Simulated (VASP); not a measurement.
# AlAs (F-43m) in VASP: single point with PBEsol

Aim: the single point of AlAs with PBEsol.

Everything below comes from runs of VASP 6.6.1. Logs are shortened: lines on timing, memory, paths and dates and some standing lists are left out, and cuts for length are marked.

### Step 1. The cell of the first run

Symmetry: F-43m, No. 216, cubic system. The conventional cell has a = 5.661 Å, b = 5.661 Å, c = 5.661 Å, α = 90.00°, β = 90.00°, γ = 90.00°. Al (site symmetry -43m) has 4 As at 2.45 Å within 3.2 Å. Within 3.2 Å of As (site symmetry -43m) lie 4 Al at 2.45 Å.

### Step 2. Single point, PBEsol

File INCAR:

```
SYSTEM = AlAs
PREC = Accurate
ENCUT = 500
EDIFF = 1E-6
ISMEAR = 0
SIGMA = 0.05
LREAL = .FALSE.
LASPH = .TRUE.
NELM = 120
ALGO = Normal
ISIF = 2
LWAVE = .FALSE.
LCHARG = .TRUE.
GGA = PS
LELF = .TRUE.
LVHAR = .TRUE.
NBANDS = 11
GGA_COMPAT = .FALSE.
```

File KPOINTS:

```
regular mesh
0
G
  8 8 8
  0 0 0
```

File POSCAR:

```
AlAs
1.0
    0.0000000000      2.8304000000      2.8304000000
    2.8304000000      0.0000000000      2.8304000000
    2.8304000000      2.8304000000      0.0000000000
Al As
1 1
Direct
    0.0000000000      0.0000000000      0.0000000000
    0.7500000000      0.7500000000      0.7500000000
```

Potentials or basis: VASP PAW PBE potentials, release 64 (Al, As).

Launch:

```console
$ cat potpaw_PBE.64/Al/POTCAR potpaw_PBE.64/As/POTCAR > POTCAR
$ mpirun -np 1 vasp_std > vasp.out
```

OUTCAR:

```text
SYSTEM = AlAs
   PREC = Accurate
   ENCUT = 500
   EDIFF = 1E-6
   ISMEAR = 0
   LREAL = .FALSE.
   LASPH = .TRUE.
   NELM = 120
   ISIF = 2
   GGA = PS

 ion  position               nearest neighbor table
   1  0.000  0.000  0.000-   2 2.45   2 2.45   2 2.45   2 2.45
   2  0.750  0.750  0.750-   1 2.45   1 2.45   1 2.45   1 2.45

  LATTYP: Found a face centered cubic cell.
 ALAT       =     5.6608000000

  Lattice vectors:

 A1 = (   0.0000000000,   2.8304000000,   2.8304000000)
 A2 = (   2.8304000000,   0.0000000000,   2.8304000000)
 A3 = (   2.8304000000,   2.8304000000,   0.0000000000)

Analysis of symmetry for initial positions (statically):
=====================================================================
 Subroutine PRICEL returns:
 Original cell was already a primitive cell.

 Routine SETGRP: Setting up the symmetry group for a
 face centered cubic supercell.

 Subroutine GETGRP returns: Found 24 space group operations
 (whereof 24 operations were pure point group operations)
 out of a pool of 48 trial point group operations.

The static configuration has the point symmetry T_d .

Analysis of symmetry for dynamics (positions and initial velocities):
=====================================================================
 Subroutine PRICEL returns:
 Original cell was already a primitive cell.

 Routine SETGRP: Setting up the symmetry group for a
 face centered cubic supercell.

 Subroutine GETGRP returns: Found 24 space group operations
 (whereof 24 operations were pure point group operations)
 out of a pool of 48 trial point group operations.

The dynamic configuration has the point symmetry T_d .

 Subroutine INISYM returns: Found 24 space group operations
 (whereof 24 operations are pure point group operations),
 and found     1 'primitive' translations

----------------------------------------------------------------------------------------

                                     Primitive cell

  volume of cell :      45.3496

  direct lattice vectors                    reciprocal lattice vectors
     0.000000000  2.830400000  2.830400000    -0.176653477  0.176653477  0.176653477
     2.830400000  0.000000000  2.830400000     0.176653477 -0.176653477  0.176653477
     2.830400000  2.830400000  0.000000000     0.176653477  0.176653477 -0.176653477

  length of vectors
     4.002790067  4.002790067  4.002790067     0.305972797  0.305972797  0.305972797

  position of ions in fractional coordinates (direct lattice)
     0.000000000  0.000000000  0.000000000
     0.750000000  0.750000000  0.750000000

  ion indices of the primitive-cell ions
   primitive index   ion index
                 1           1
                 2           2

----------------------------------------------------------------------------------------

 KPOINTS: regular mesh

Automatic generation of k-mesh.
 Grid dimensions read from file:
 generate k-points for:    8    8    8

 Generating k-lattice:

  Cartesian coordinates                     Fractional coordinates (reciprocal lattice)
    -0.022081685  0.022081685  0.022081685     0.125000000  0.000000000  0.000000000
     0.022081685 -0.022081685  0.022081685     0.000000000  0.125000000  0.000000000
     0.022081685  0.022081685 -0.022081685     0.000000000  0.000000000  0.125000000

  Length of vectors
     0.038246600  0.038246600  0.038246600

  Shift w.r.t. Gamma in fractional coordinates (k-lattice)
     0.000000000  0.000000000  0.000000000

 Subroutine IBZKPT returns following result:
 ===========================================

 Found     29 irreducible k-points:

 Following reciprocal coordinates:
            Coordinates               Weight
  0.000000  0.000000  0.000000      1.000000
  0.125000  0.000000  0.000000      8.000000
  0.250000  0.000000  0.000000      8.000000
  0.375000  0.000000  0.000000      8.000000
  0.500000  0.000000  0.000000      4.000000
  0.125000  0.125000  0.000000      6.000000
[... 16 lines left out ...]
  0.500000  0.250000  0.125000     48.000000
 -0.375000  0.250000  0.125000     24.000000
 [... further k-points ...]
   k-points           NKPTS =     29   k-points in BZ     NKDIM =     29   number of bands    NBANDS=     11
   number of dos      NEDOS =    301   number of ions     NIONS =      2
   total plane-waves  NPLWV =  27000
   dimension x,y,z NGX =    30 NGY =   30 NGZ =   30
   dimension x,y,z NGXF=    60 NGYF=   60 NGZF=   60
   ions per type =               1   1
   NGX,Y,Z   is equivalent  to a cutoff of  12.46, 12.46, 12.46 a.u.
   NGXF,Y,Z  is equivalent  to a cutoff of  24.92, 24.92, 24.92 a.u.
 SYSTEM =  AlAs
   PREC   = accura    normal or accurate (medium, high low for compatibility)
   ISTART =      0    job   : 0-new  1-cont  2-samecut
   ICHARG =      2    charge: 1-file 2-atom 10-const
   ISPIN  =      1    spin polarized calculation?
   LNONCOLLINEAR =      F non collinear calculations
   LSORBIT =      F    spin-orbit coupling
   LASPH  =      T    aspherical Exc in radial PAW
   ENCUT  =  500.0 eV  36.75 Ry    6.06 a.u.   7.30  7.30  7.30*2*pi/ulx,y,z
   NELM   =    120;   NELMIN=  2; NELMDL= -5     # of ELM steps
   EDIFF  = 0.1E-05   stopping-criterion for ELM
   LREAL  =      F    real-space projection
   EDIFFG = 0.1E-04   stopping-criterion for IOM
   NSW    =      0    number of steps for IOM
   IBRION =     -1    ionic relax: 0-MD 1-quasi-New 2-CG
   NFREE  =      0    steps in history (QN), initial steepest desc. (CG)
   ISIF   =      2    stress and relaxation
   ISYM   =      2    0-nonsym 1-usesym 2-fastsym
   POTIM  = 0.5000    time-step for ionic-motion
   TEBEG  =    0.0;   TEEND  =   0.0 temperature during run
   PSTRESS=    0.0 pullay stress
   NELECT =       8.0000    total number of electrons
   NUPDOWN=      -1.0000    fix difference up-down
   EMIN   =  10.00;   EMAX   =-10.00  energy-range for DOS
   EFERMI =   0.00;   METHOD = LEGACY
   ISMEAR =     0;   SIGMA  =   0.05  broadening in eV -4-tet -1-fermi 0-gaus
   EFERMI_NEDOS =   21; number of points for ismear=-14 and -15
   IALGO  =     38    algorithm
   IMIX   =      4    mixing-type and parameters
     AMIX     =   0.40;   BMIX     =  1.00
     AMIX_MAG =   1.60;   BMIX_MAG =  1.00
  volume/ion in A,a.u.               =      22.67       153.02
  Fermi-wavevector in a.u.,A,eV,Ry     =   0.918150  1.735052 11.469706  0.843000
  Thomas-Fermi vector in A             =   2.043199
   LORBIT       =      0    0 simple, 1 ext, 2 COOP (PROOUT), +10 PAW based schemes
   GGA     = PS    functional components
   LHFCALC =     F    Hartree Fock is set to
   AEXX    =    0.0000 exact exchange contribution
   IVDW    =     0    specifies the selected vdW correction
   LEPSILON=     F    determine dielectric tensor
   LRPA    =     F    only Hartree local field effects (RPA)
 non-spin polarized calculation
 Gauss-broadening in eV      SIGMA  =   0.05
  energy-cutoff  :      500.00
  volume of cell :       45.35
 maximum number of plane-waves:      1174
 NGX is ok and might be reduce to    30
   NGX = 15   NGY = 15   NGZ = 15

 number of electron       8.0000000 magnetization

 Free energy of the ion-electron system (eV)
  ---------------------------------------------------
  ext. energy  EPLUGINS =         0.00000000
  ---------------------------------------------------
  free energy    TOTEN  =       -10.06354133 eV

  energy without entropy =      -10.06354133  energy(sigma->0) =      -10.06354133

 E-fermi :   4.0750     XC(G=0):  -9.1956

 val. band max:        3.8021251764   @ k =   0.0000   0.0000   0.0000
 cond. band min:       5.1210171853   @ k =   0.5000   0.5000   0.0000
 fundamental gap:      1.3188920089
 Fermi energy:         4.0750269772

 k-point     1 :       0.0000    0.0000    0.0000
  band No.  band energies     occupation
      1      -8.0850      2.00000
      2       3.8021      2.00000
      3       3.8021      2.00000
      4       3.8021      2.00000
      5       5.7820      0.00000
      6       8.0651      0.00000
      7       8.0651      0.00000
      8       8.0651      0.00000
      9      12.5131      0.00000
     10      12.7925      0.00000
     11      12.7925      0.00000

 k-point     2 :       0.1250    0.0000    0.0000
  band No.  band energies     occupation
      1      -7.9315      2.00000
      2       2.3584      2.00000
      3       3.6404      2.00000
      4       3.6404      2.00000
      5       6.5416      0.00000
      6       8.3476      0.00000
      7       8.3476      0.00000
      8       8.4550      0.00000
      9      12.1634      0.00000
     10      12.1634      0.00000
     11      13.2420      0.00000

 k-point     3 :       0.2500    0.0000    0.0000
  band No.  band energies     occupation
      1      -7.5053      2.00000
      2       0.3923      2.00000
      3       3.3220      2.00000
      4       3.3220      2.00000
      5       6.3608      0.00000
      6       8.6820      0.00000
      7       8.6820      0.00000
      8      10.1822      0.00000
      9      12.0543      0.00000
     10      12.0543      0.00000
     11      13.0328      0.00000

 k-point     4 :       0.3750    0.0000    0.0000
  band No.  band energies     occupation
      1      -6.9531      2.00000
      2      -1.1621      2.00000
      3       3.0683      2.00000
      4       3.0683      2.00000
      5       6.0136      0.00000
      6       8.5544      0.00000
      7       8.5544      0.00000
      8      11.3699      0.00000
      9      13.3611      0.00000
     10      13.3611      0.00000
     11      13.4223      0.00000
[... 239 lines left out ...]
 k-point    22 :       0.3750    0.2500    0.1250
  band No.  band energies     occupation
      1      -7.1487      2.00000
      2       0.0204      2.00000
      3       1.8279      2.00000
      4       2.8196      2.00000
      5       7.3325      0.00000
      6       8.0360      0.00000
      7       9.0257      0.00000
      8      10.2973      0.00000
      9      11.9212      0.00000
     10      14.1788      0.00000
     11      15.7498      0.00000

 k-point    23 :       0.5000    0.2500    0.1250
  band No.  band energies     occupation
      1      -6.6517      2.00000
      2      -0.9970      2.00000
      3       1.2370      2.00000
      4       2.4327      2.00000
      5       7.4191      0.00000
      6       8.1975      0.00000
      7       9.5281      0.00000
      8      10.6228      0.00000
      9      13.0831      0.00000
     10      14.2869      0.00000
     11      15.8682      0.00000

 k-point    24 :      -0.3750    0.2500    0.1250
  band No.  band energies     occupation
      1      -6.3943      2.00000
      2      -1.4806      2.00000
      3       1.0855      2.00000
      4       2.2472      2.00000
      5       7.4132      0.00000
      6       7.9667      0.00000
      7      10.4457      0.00000
      8      11.3766      0.00000
      9      12.0995      0.00000
     10      14.7208      0.00000
     11      16.0009      0.00000

 [... further k-points ...]
[... 5 lines left out ...]
  --------------------------------------------------------------------------------------
  -------------------------------------------------------------------------------------
  Total        0.2315344      0.2315344      0.2315344      0.0000000      0.0000000      0.0000000
  in kB        8.1799894      8.1799894      8.1799894      0.0000000      0.0000000      0.0000000
  external PRESSURE =       8.1799894 kB  Pullay stress =       0.0000000 kB

 VOLUME and BASIS-vectors are now :
 -----------------------------------------------------------------------------
  energy-cutoff  :      500.00
  volume of cell :       45.35
      direct lattice vectors                 reciprocal lattice vectors
     0.000000000  2.830400000  2.830400000    -0.176653477  0.176653477  0.176653477
     2.830400000  0.000000000  2.830400000     0.176653477 -0.176653477  0.176653477
     2.830400000  2.830400000  0.000000000     0.176653477  0.176653477 -0.176653477

 POSITION                                       TOTAL-FORCE (eV/Angst)
 -----------------------------------------------------------------------------------
      0.00000      0.00000      0.00000        -0.000000      0.000000     -0.000000
      4.24560      4.24560      4.24560         0.000000     -0.000000      0.000000
 -----------------------------------------------------------------------------------
    total drift:                               -0.000000     -0.000000     -0.000000

  FREE ENERGIE OF THE ION-ELECTRON SYSTEM (eV)
  ---------------------------------------------------
  free  energy   TOTEN  =       -10.0635413320 eV

  energy  without entropy=      -10.0635413320  energy(sigma->0) =      -10.06354133
```

Wall time 9.7 s (1 thread of AMD EPYC 7R13 (Zen 3), shared host); peak memory 0.14 GiB.

What came out:

```
Free energy            : -10.0635 eV
Pressure               : 0.8 GPa
Band gap on the k mesh : 1.32 eV, indirect (least direct gap 1.98 eV)
```

Caveat: the PAW data sets were made with another functional, which shifts forces and pressure a little.
